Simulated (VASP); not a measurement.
# AlN (F-43m) in VASP: further runs

AlN is run at these levels: PBE; tasks: G0W0 quasiparticle levels.

Everything below comes from runs of VASP 6.6.1. Logs are shortened: lines on timing, memory, paths and dates and some standing lists are left out, and cuts for length are marked.

## Step 1: The cell of the first run

It takes space group F-43m (No. 216, cubic). The conventional cell has a = 4.370 Å, b = 4.370 Å, c = 4.370 Å, α = 90.00°, β = 90.00°, γ = 90.00°. Al (site symmetry -43m) has 4 N at 1.89 Å within 2.5 Å. Within 2.5 Å of N (site symmetry -43m) lie 4 Al at 1.89 Å.

## Step 2: G0W0 quasiparticle levels, PBE

Contents of POSCAR:

```
AlN
1.0
    0.0000000000      2.1848764855      2.1848764855
    2.1848764855      0.0000000000      2.1848764855
    2.1848764855      2.1848764855      0.0000000000
Al N
1 1
Direct
    0.0000000000      0.0000000000      0.0000000000
    0.7500000000      0.7500000000      0.7500000000
```

Contents of INCAR.step1:

```
SYSTEM = AlN
PREC = Accurate
ENCUT = 500
EDIFF = 1E-8
ISMEAR = 0
SIGMA = 0.01
LREAL = .False.
LASPH = .True.
NELM = 80
ALGO = Normal
LWAVE = .True.
LCHARG = .False.
GGA = PE
```

Contents of INCAR.step2:

```
SYSTEM = AlN
PREC = Accurate
ENCUT = 500
EDIFF = 1E-8
ISMEAR = 0
SIGMA = 0.01
LREAL = .False.
LASPH = .True.
NELM = 1
ALGO = Exact
LWAVE = .True.
LCHARG = .False.
GGA = PE
NBANDS = 64
LOPTICS = .True.
ISTART = 1
```

Contents of INCAR.step3:

```
SYSTEM = AlN
PREC = Accurate
ENCUT = 500
EDIFF = 1E-8
ISMEAR = 0
SIGMA = 0.01
LREAL = .False.
LASPH = .True.
ALGO = EVGW0
LWAVE = .False.
LCHARG = .False.
GGA = PE
NELMGW = 1
NBANDS = 64
ENCUTGW = 80.0
NOMEGA = 48
PRECFOCK = Fast
ISTART = 1
NBANDSGW = 12
```

Contents of KPOINTS:

```
Automatic mesh
0
Gamma
  4 4 4
  0 0 0
```

Potentials or basis: VASP PAW PBE potentials, release 64 (Al_GW, N_GW).

The run is started by

```bash
cat potpaw_PBE.64/Al_GW/POTCAR potpaw_PBE.64/N_GW/POTCAR > POTCAR
cp INCAR.step1 INCAR
mpirun -np 1 vasp_std > vasp.out
cp INCAR.step2 INCAR
mpirun -np 1 vasp_std > vasp.out
cp INCAR.step3 INCAR
mpirun -np 1 vasp_std > vasp.out
```

OUTCAR:

```text
SYSTEM = AlN
   PREC = Accurate
   ENCUT = 500
   EDIFF = 1E-8
   ISMEAR = 0
   LREAL = .False.
   LASPH = .True.
   GGA = PE
   NELMGW = 1
   ENCUTGW = 80.0
   PRECFOCK = Fast
   ISTART = 1

 ion  position               nearest neighbor table
   1  0.000  0.000  0.000-   2 1.89   2 1.89   2 1.89   2 1.89
   2  0.750  0.750  0.750-   1 1.89   1 1.89   1 1.89   1 1.89

  LATTYP: Found a face centered cubic cell.
 ALAT       =     4.3697529710

  Lattice vectors:

 A1 = (   0.0000000000,   2.1848764855,   2.1848764855)
 A2 = (   2.1848764855,   0.0000000000,   2.1848764855)
 A3 = (   2.1848764855,   2.1848764855,   0.0000000000)

Analysis of symmetry for initial positions (statically):
=====================================================================
 Subroutine PRICEL returns:
 Original cell was already a primitive cell.

 Routine SETGRP: Setting up the symmetry group for a
 face centered cubic supercell.

 Subroutine GETGRP returns: Found 24 space group operations
 (whereof 24 operations were pure point group operations)
 out of a pool of 48 trial point group operations.

The static configuration has the point symmetry T_d .

Analysis of symmetry for dynamics (positions and initial velocities):
=====================================================================
 Subroutine PRICEL returns:
 Original cell was already a primitive cell.

 Routine SETGRP: Setting up the symmetry group for a
 face centered cubic supercell.

 Subroutine GETGRP returns: Found 24 space group operations
 (whereof 24 operations were pure point group operations)
 out of a pool of 48 trial point group operations.

The dynamic configuration has the point symmetry T_d .

 Subroutine INISYM returns: Found 24 space group operations
 (whereof 24 operations are pure point group operations),
 and found     1 'primitive' translations

----------------------------------------------------------------------------------------

                                     Primitive cell

  volume of cell :      20.8598

  direct lattice vectors                    reciprocal lattice vectors
     0.000000000  2.184876485  2.184876485    -0.228845888  0.228845888  0.228845888
     2.184876485  0.000000000  2.184876485     0.228845888 -0.228845888  0.228845888
     2.184876485  2.184876485  0.000000000     0.228845888  0.228845888 -0.228845888

  length of vectors
     3.089881958  3.089881958  3.089881958     0.396372706  0.396372706  0.396372706

  position of ions in fractional coordinates (direct lattice)
     0.000000000  0.000000000  0.000000000
     0.750000000  0.750000000  0.750000000

  ion indices of the primitive-cell ions
   primitive index   ion index
                 1           1
                 2           2

----------------------------------------------------------------------------------------

 KPOINTS: Automatic mesh

Automatic generation of k-mesh.
 Grid dimensions read from file:
 generate k-points for:    4    4    4

 Generating k-lattice:

  Cartesian coordinates                     Fractional coordinates (reciprocal lattice)
    -0.057211472  0.057211472  0.057211472     0.250000000  0.000000000  0.000000000
     0.057211472 -0.057211472  0.057211472     0.000000000  0.250000000  0.000000000
     0.057211472  0.057211472 -0.057211472     0.000000000  0.000000000  0.250000000

  Length of vectors
     0.099093176  0.099093176  0.099093176

  Shift w.r.t. Gamma in fractional coordinates (k-lattice)
     0.000000000  0.000000000  0.000000000

 Subroutine IBZKPT returns following result:
 ===========================================

 Found      8 irreducible k-points:

 Following reciprocal coordinates:
            Coordinates               Weight
  0.000000  0.000000  0.000000      1.000000
  0.250000  0.000000  0.000000      8.000000
  0.500000  0.000000  0.000000      4.000000
  0.250000  0.250000  0.000000      6.000000
  0.500000  0.250000  0.000000     24.000000
 -0.250000  0.250000  0.000000     12.000000
  0.500000  0.500000  0.000000      3.000000
 -0.250000  0.500000  0.250000      6.000000
   k-points           NKPTS =      8   k-points in BZ     NKDIM =     64   number of bands    NBANDS=     64
   number of dos      NEDOS =    301   number of ions     NIONS =      2
   total plane-waves  NPLWV =  13824
   dimension x,y,z NGX =    24 NGY =   24 NGZ =   24
   dimension x,y,z NGXF=    48 NGYF=   48 NGZF=   48
   ions per type =               1   1
   NGX,Y,Z   is equivalent  to a cutoff of  12.91, 12.91, 12.91 a.u.
   NGXF,Y,Z  is equivalent  to a cutoff of  25.83, 25.83, 25.83 a.u.
 SYSTEM =  AlN
   PREC   = accura    normal or accurate (medium, high low for compatibility)
   ISTART =      1    job   : 0-new  1-cont  2-samecut
   ICHARG =      0    charge: 1-file 2-atom 10-const
   ISPIN  =      1    spin polarized calculation?
   LNONCOLLINEAR =      F non collinear calculations
   LSORBIT =      F    spin-orbit coupling
   LASPH  =      T    aspherical Exc in radial PAW
   ENCUT  =  500.0 eV  36.75 Ry    6.06 a.u.   5.63  5.63  5.63*2*pi/ulx,y,z
   NELM   =     60;   NELMIN=  2; NELMDL=  0     # of ELM steps
   EDIFF  = 0.1E-07   stopping-criterion for ELM
   LREAL  =      F    real-space projection
   EDIFFG = 0.1E-06   stopping-criterion for IOM
   NSW    =      0    number of steps for IOM
   IBRION =     -1    ionic relax: 0-MD 1-quasi-New 2-CG
   NFREE  =      0    steps in history (QN), initial steepest desc. (CG)
   ISIF   =      0    stress and relaxation
   ISYM   =      3    0-nonsym 1-usesym 2-fastsym
   POTIM  = 0.5000    time-step for ionic-motion
   TEBEG  =    0.0;   TEEND  =   0.0 temperature during run
   PSTRESS=    0.0 pullay stress
   NELECT =       8.0000    total number of electrons
   NUPDOWN=      -1.0000    fix difference up-down
   EMIN   =  10.00;   EMAX   =-10.00  energy-range for DOS
   EFERMI =   0.00;   METHOD = LEGACY
   ISMEAR =     0;   SIGMA  =   0.01  broadening in eV -4-tet -1-fermi 0-gaus
   EFERMI_NEDOS =   21; number of points for ismear=-14 and -15
   IALGO  =     38    algorithm
   IMIX   =      4    mixing-type and parameters
     AMIX     =   0.40;   BMIX     =  1.00
     AMIX_MAG =   1.60;   BMIX_MAG =  1.00
  volume/ion in A,a.u.               =      10.43        70.38
  Fermi-wavevector in a.u.,A,eV,Ry     =   1.189418  2.247675 19.248377  1.414716
  Thomas-Fermi vector in A             =   2.325526
   LORBIT       =      0    0 simple, 1 ext, 2 COOP (PROOUT), +10 PAW based schemes
   GGA     = PE    functional components
   LHFCALC =     T    Hartree Fock is set to
   PRECFOCK=fast      Normal, Fast or Accurate (Low or Medium for compatibility)
   ENCUT4O =  -1.0   cutoff for four orbital integrals eV
   NKREDX  =     1    reduce k-point grid by
   NKREDY  =     1    reduce k-point grid by
   NKREDZ  =     1    reduce k-point grid by
   AEXX    =    1.0000 exact exchange contribution
   HFSCREEN=    0.0000 screening length (either q_TF or 0.3 A-1)
   HFSCREENC=   0.0000 screening length for correlation (either q_TF or 0.3 A-1)
   ENCUTFOCK=  -1.0 apply spherical cutoff to Coloumb kernel
   IVDW    =     0    specifies the selected vdW correction
   LEPSILON=     F    determine dielectric tensor
   LRPA    =     F    only Hartree local field effects (RPA)
   LRPAFORCE           =     F    calculate RPA forces
   ENCUTGW             =  80.0    cutoff for response function in eV
   ENCUTGWSOFT         =  64.0    soft cutoff for Coulomb kernel in GW response function in eV
   ENCUTLF             =  -1.0    cutoff for local field effects
   NELMGW              =     1    number of iterations in solving QP/BSE equation
   NELMHF              =     1    number of iterations in the inner HF iteration
   NKREDLFX            =     1    NKREDLFY  =   1   NKREDLFZ  =   1
 non-spin polarized calculation
 Gauss-broadening in eV      SIGMA  =   0.01
  energy-cutoff  :      500.00
  volume of cell :       20.86
 maximum number of plane-waves:       544
 NGX is ok and might be reduce to    24
  NGX = 14; NGY = 14; NGZ = 14
   NGX = 11   NGY = 11   NGZ = 11
 maximum number of plane-waves:        40
 NGX is ok and might be reduce to    10

 QP shifts <psi_nk| G(iteration)W_0 |psi_nk>: iteration 1
 for sc-GW calculations column KS-energies equals QP-energies in previous step
 and V_xc(KS)=  KS-energies - (<T + V_ion + V_H > + <T+V_H+V_ion>^1  + <V_x>^1)

 k-point   1 :       0.0000    0.0000    0.0000
  band No.  KS-energies  QP-energies   sigma(KS)   V_xc(KS)     V^pw_x(r,r')   Z            occupation Imag(sigma)

      1     -10.0190     -11.3097     -16.5947     -14.7838     -24.7534       0.7127       2.0000       1.2867
      2       4.9672       4.3875     -17.4962     -16.7525     -20.8949       0.7794       2.0000       0.1188
      3       4.9672       4.3875     -17.4962     -16.7525     -20.8949       0.7794       2.0000       0.1188
      4       4.9672       4.3875     -17.4962     -16.7525     -20.8949       0.7794       2.0000       0.1188
      5       9.1364       9.8921     -11.5552     -12.4955      -7.6583       0.8038       0.0000      -0.0969
      6      17.4795      18.4766      -9.0165     -10.2687      -4.0096       0.7963       0.0000      -0.1627
      7      17.4795      18.4766      -9.0165     -10.2687      -4.0096       0.7963       0.0000      -0.1627
      8      17.4795      18.4766      -9.0165     -10.2687      -4.0096       0.7963       0.0000      -0.1627
      9      22.6118      23.6818      -9.0895     -10.4456      -3.6806       0.7891       0.0000      -0.3101
     10      22.6118      23.6818      -9.0895     -10.4456      -3.6806       0.7891       0.0000      -0.3101
     11      24.0093      24.5678      -8.9199      -9.6358      -2.5812       0.7801       0.0000      -0.8272
     12      24.0093      24.5678      -8.9199      -9.6358      -2.5812       0.7801       0.0000      -0.8272

 k-point   2 :       0.2500    0.0000    0.0000
  band No.  KS-energies  QP-energies   sigma(KS)   V_xc(KS)     V^pw_x(r,r')   Z            occupation Imag(sigma)

      1      -9.1685     -10.4255     -17.0116     -15.2656     -25.0289       0.7199       2.0000       1.1566
      2       1.6980       0.7427     -15.5494     -14.2871     -19.2536       0.7568       2.0000       0.1678
      3       4.7104       4.0879     -17.3580     -16.5577     -20.7807       0.7779       2.0000       0.1212
      4       4.7104       4.0879     -17.3580     -16.5577     -20.7807       0.7779       2.0000       0.1212
      5      11.3990      12.3304     -11.7466     -12.9210      -7.5979       0.7931       0.0000      -0.1104
      6      15.9036      16.9520     -10.3138     -11.6540      -5.3625       0.7822       0.0000      -0.1765
      7      17.2501      18.1675      -8.9530     -10.1042      -3.8933       0.7969       0.0000      -0.1896
      8      17.2501      18.1675      -8.9530     -10.1042      -3.8933       0.7969       0.0000      -0.1896
      9      21.1986      22.1171      -9.0000     -10.1718      -3.5254       0.7838       0.0000      -0.3061
     10      21.1986      22.1171      -9.0000     -10.1718      -3.5254       0.7838       0.0000      -0.3061
     11      22.1612      22.6783      -8.4442      -9.0926      -2.4944       0.7973       0.0000      -0.5626
     12      29.4773      30.6630      -9.6620     -11.1304      -2.9711       0.8075       0.0000      -1.1465
[... 68 lines left out ...]
      1      -7.3332      -8.4844     -18.3897     -16.7820     -26.1719       0.7161       2.0000       0.8803
      2       0.0529      -1.0315     -14.8582     -13.3849     -19.0213       0.7360       2.0000       0.2402
      3       3.1857       2.3289     -16.4245     -15.3077     -20.0412       0.7672       2.0000       0.1385
      4       3.1857       2.3289     -16.4245     -15.3077     -20.0412       0.7672       2.0000       0.1385
      5       8.2573       8.6952      -8.7206      -9.2569      -4.8140       0.8164       0.0000      -0.0955
      6      13.5476      14.3011      -8.6910      -9.6129      -4.2921       0.8173       0.0000      -0.1080
      7      18.9048      20.4519     -12.8769     -14.9391      -7.0915       0.7502       0.0000      -0.3002
      8      20.6606      21.8067     -10.7393     -12.2714      -4.5233       0.7481       0.0000      -0.4257
      9      20.6606      21.8067     -10.7393     -12.2714      -4.5233       0.7481       0.0000      -0.4257
     10      28.4359      29.6681     -10.6084     -12.1838      -3.9273       0.7822       0.0000      -1.0196
     11      28.8780      29.8163      -8.5689      -9.7667      -1.9354       0.7833       0.0000      -0.8410
     12      31.2790      32.9310     -10.1631     -12.2542      -4.1023       0.7901       0.0000      -0.7890

 k-point   8 :      -0.2500    0.5000    0.2500
  band No.  KS-energies  QP-energies   sigma(KS)   V_xc(KS)     V^pw_x(r,r')   Z            occupation Imag(sigma)

      1      -7.2765      -8.4278     -18.4788     -16.8778     -26.2638       0.7191       2.0000       0.8769
      2       1.1731       0.1737     -15.3309     -13.9998     -19.2330       0.7508       2.0000       0.1917
      3       1.5230       0.4837     -15.3121     -13.9332     -19.0964       0.7537       2.0000       0.1762
      4       2.2595       1.3024     -15.0184     -13.7720     -18.3962       0.7679       2.0000       0.1470
      5      10.9946      11.7927     -10.7716     -11.7747      -6.8261       0.7955       0.0000      -0.1061
      6      16.3738      17.4016     -10.6275     -11.9308      -5.8346       0.7886       0.0000      -0.1587
      7      16.9024      17.7395      -9.3617     -10.4264      -4.0297       0.7862       0.0000      -0.2263
      8      17.1081      18.5975     -11.7463     -13.6738      -6.6466       0.7727       0.0000      -0.1850
      9      22.1528      23.2283      -9.8284     -11.2561      -3.5281       0.7533       0.0000      -0.4599
     10      23.8339      24.7219      -9.5327     -10.6849      -3.3614       0.7707       0.0000      -0.5506
     11      29.9142      31.5745     -10.7668     -12.9284      -4.1151       0.7681       0.0000      -0.8841
     12      30.2328      31.5832     -10.4275     -12.1104      -4.0476       0.8024       0.0000      -1.0604
```

Run time: 25 s. Hardware: 1 thread of Intel Xeon Platinum 8375C at 2.90GHz (Ice Lake), shared host; peak memory 0.19 GiB.

Results:

| Property | Result |
| --- | --- |
| Band gap on the k mesh, mean-field level | 3.29 eV, indirect (least direct gap 4.17 eV) |
| Quasiparticle gap | 4.31 eV |
| Least direct quasiparticle gap | 5.50 eV |

Caveat: the k points lie up to 0.62 Å⁻¹ apart; bands, screening cutoff and mesh are small and nothing is extrapolated, so the quasiparticle values aren't converged. A k mesh can miss the band edges.

[end of part 1 of 2]
